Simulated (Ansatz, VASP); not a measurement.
Two plane-wave programs on KF

Contents of INCAR:

```
SYSTEM = KF
ALGO = Normal ; EDIFF = 1E-6
ENCUT = 520 ; GGA = PE
ISIF = 2 ; ISMEAR = 0
LASPH = .True. ; LCHARG = .False.
LREAL = .False. ; LWAVE = .False.
NBANDS = 15 ; NELM = 60
PREC = Accurate ; SIGMA = 0.05
```

The input KPOINTS:

```
k-points
0
Gamma
  8 8 8
  0 0 0
```

Contents of POSCAR:

```
KF
1.0
    0.0000000000      2.7105354767      2.4056002356
    2.6156667350      0.0000000000      2.4056002356
    2.6156667350      2.7105354767      0.0000000000
K F
1 1
Direct
    0.0000000000      0.0000000000      0.0000000000
    0.5000000000      0.5000000000      0.5000000000
```

Input for Ansatz:

```yaml
crystal:
  lattice:
    - [0.0, 2.7105354767, 2.4056002356]
    - [2.615666735, 0.0, 2.4056002356]
    - [2.615666735, 2.7105354767, 0.0]
  atoms:
    - { symbol: K, position: [0.0, 0.0, 0.0] }
    - { symbol: F, position: [0.5, 0.5, 0.5] }
basis:
  ecutwfc: 520.0
kpoints:
  mp_grid: { grid: [8, 8, 8] }
hamiltonian:
  xc: pbe
scf:
  occupations: { method: gaussian, width: 0.05 }
output:
  forces: true
  stress: true
  eigenvalues: true
```

Change from the starting cell: normal strain along x -0.0350, normal strain along z -0.1125.

Alike in both runs: task single point; functional PBE; k mesh 8 × 8 × 8; occupations gaussian, width 0.05 eV; no spin polarisation.

|  | VASP | Ansatz |
| --- | --- | --- |
| version | VASP 6.6.1 | Ansatz 0.2.0 |
| potentials or method | VASP PAW PBE potentials, release 64 (K_sv, F), cutoff 520 eV | scalar-relativistic, plane waves, PAW |
| valence electrons in the cell | 16 | 16 |

```csv
,VASP,Ansatz,Ansatz less VASP
gap on the k mesh at the Fermi level (eV),6.47,6.49,+0.019
least direct gap on the mesh (eV),6.48,6.50,+0.021
pressure (GPa),8.3,8.0,-0.22
"traceless stress, the component that is largest in VASP (GPa)",8.52,8.21,-0.311
```
